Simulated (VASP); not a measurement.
Input of a VASP 6.6.1 run:

INCAR

```
SYSTEM = Au
ALGO     = Fast           ! electronic algorithm
EDIFF    = 1E-6           ! SCF threshold, eV
ENCUT    = 520            ! plane-wave cutoff, eV
GGA      = PS             ! functional
ISIF     = 2              ! what is computed and relaxed
ISMEAR   = 0              ! smearing method
LASPH    = .TRUE.         ! aspherical terms in the spheres
LCHARG   = .FALSE.        ! write CHGCAR
LREAL    = .FALSE.        ! projectors in reciprocal space
LWAVE    = .FALSE.        ! write WAVECAR
NBANDS   = 18             ! bands
NELM     = 80             ! most SCF steps
PREC     = Accurate       ! precision mode
SIGMA    = 0.15           ! smearing width, eV
```

The input KPOINTS:

```
k-points
0
G
  24 24 12
  0 0 0
```

POSCAR

```
Au
1.0
    1.4452654069     -2.5799281764      0.0000000000
    1.4452654069      2.5799281764      0.0000000000
    0.0000000000      0.0000000000      4.8006775662
Au
2
Direct
    0.6638639510      0.3361360490      0.2500000000
    0.3361360490      0.6638639510      0.7500000000
```

Potentials or basis: VASP PAW PBE potentials, release 64 (Au).

The run is started by

```sh
$ cat potpaw_PBE.64/Au/POTCAR > POTCAR
$ mpirun -np 1 vasp_std > vasp.out
```

Problem. What does it give for the largest force?

Solution. 0.004 eV/Å.

Problem. What does it give for the pressure?

Solution. -7.6 GPa.

Problem. Predict the band gap on the k mesh.

Solution. Zero (bands 11 and 12 overlap by 6.42 eV).

Stress tensor (GPa, compression positive):
```
-7.79  0.00  0.00
 0.00 -8.52  0.00
 0.00  0.00 -6.38
```

Caveat: the cell differs from its parent crystal (strain +0.0250 x Voigt [1, 1, 0, 0, 0, 0]); the cell stands under tension; the PAW data sets were made with another functional, which shifts forces and pressure a little; spin-orbit coupling is left out, which moves the levels of the heavy elements.
